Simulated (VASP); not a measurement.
## H5CF: single point with PBE+D3(BJ)

System: H5CF.

```xyz
28
Lattice="7.9602 0.0000 0.0000 0.0000 7.9602 0.0000 0.0000 0.0000 7.9602" Properties=species:S:1:pos:R:3 pbc="T T T"
F     8.2755    0.2649    0.4897
F     4.3827    4.7722    5.6693
F     6.9366    6.5362    4.7979
F     1.5203    5.5733    4.9500
H     8.3405    0.9754    1.0416
H     5.1168    5.3081    5.3877
H     7.6750    6.1301    4.3966
H     2.3663    5.2410    5.3011
H     2.1754    4.1651    7.6082
H     2.1592    2.2880    7.1229
H     2.2583    3.4671    5.7405
H     0.7761    3.2945    6.6233
H     4.7481    1.0065    1.7855
H     4.3564    0.9286    3.6543
H     3.0648    1.5834    2.6063
H     4.5629    2.5095    2.8617
H     5.8445    0.0309    7.0767
H     4.2405    0.6120    7.7927
H     4.5991    1.1573    6.1059
H     5.5044    1.9523    7.3788
H     4.0842    6.1442    0.8072
H     5.5508    6.7538    1.7074
H     5.5924    5.1445    1.1096
H     4.6252    5.7231    2.4729
C     1.7733    3.3924    6.7310
C     4.2749    1.5005    2.6825
C     5.1465    0.9169    7.0431
C     5.0047    5.9003    1.5211
```

| Property | Result |
| --- | --- |
| Program | VASP 6.6.1 |
| Task | single point |
| Functional | PBE |
| Dispersion | D3(BJ) |
| Potentials or basis | VASP PAW PBE potentials, release 64 (F, H, C) |
| Cutoff | 520 eV |
| k mesh | 1 × 1 × 1 |
| Occupations | fermi-dirac, width 0.05 eV |
| Spin | no spin polarisation |

* Pressure: -1.2 GPa
* Largest force: 6.637 eV/Å
* Dispersion energy per atom: -0.018 eV

Forces in eV/Å, atoms in the order of the input:
```
F   -0.151 -1.881 -1.393
F    0.203  0.291 -0.195
F   -0.841  0.122  0.147
F    1.119 -0.132  0.158
H    0.177  1.865  1.414
H   -0.115 -0.065  0.073
H    0.653 -0.245 -0.002
H   -1.043  0.443 -0.405
H   -1.169 -1.690 -2.517
H   -0.829  2.487 -0.782
H    0.004  0.237  0.506
H   -3.588  0.165 -0.149
H   -0.591  0.561  1.061
H    0.435  0.300 -1.034
H    2.512 -0.336 -0.414
H    0.691  0.950 -0.024
H   -0.336  1.277 -0.438
H    1.947  0.735 -1.495
H    0.630 -0.695  0.043
H    0.133 -1.570 -0.093
H    1.865 -0.420  1.312
H    1.536  2.239 -0.268
H    0.973 -1.497 -0.586
H   -0.985 -1.172  1.826
C    5.609 -1.627  3.154
C   -3.100 -1.382  0.573
C   -2.363  0.262  1.808
C   -3.376  0.779 -2.282
```

Stress tensor (GPa, compression positive):
```
-1.52  0.72 -0.61
 0.72 -0.75  0.32
-0.61  0.32 -1.32
```

Levels at points of the mesh, in eV from the Fermi level:
| k point | band 28 | band 29 | band 30 | band 31 | band 32 | band 33 | band 34 | band 35 | band 36 | band 37 |
| --- | --- | --- | --- | --- | --- | --- | --- | --- | --- | --- |
| (0.00, 0.00, 0.00) | -2.08 | -1.92 | -1.78 | -1.54 | -1.28 | 4.71 | 6.13 | 7.16 | 7.23 | 7.40 |

Wall time 99 s on 1 thread of Intel Xeon 8259CL (shared host), peak memory 0.44 GiB.

Caveat: the k points lie up to 0.79 Å⁻¹ apart.
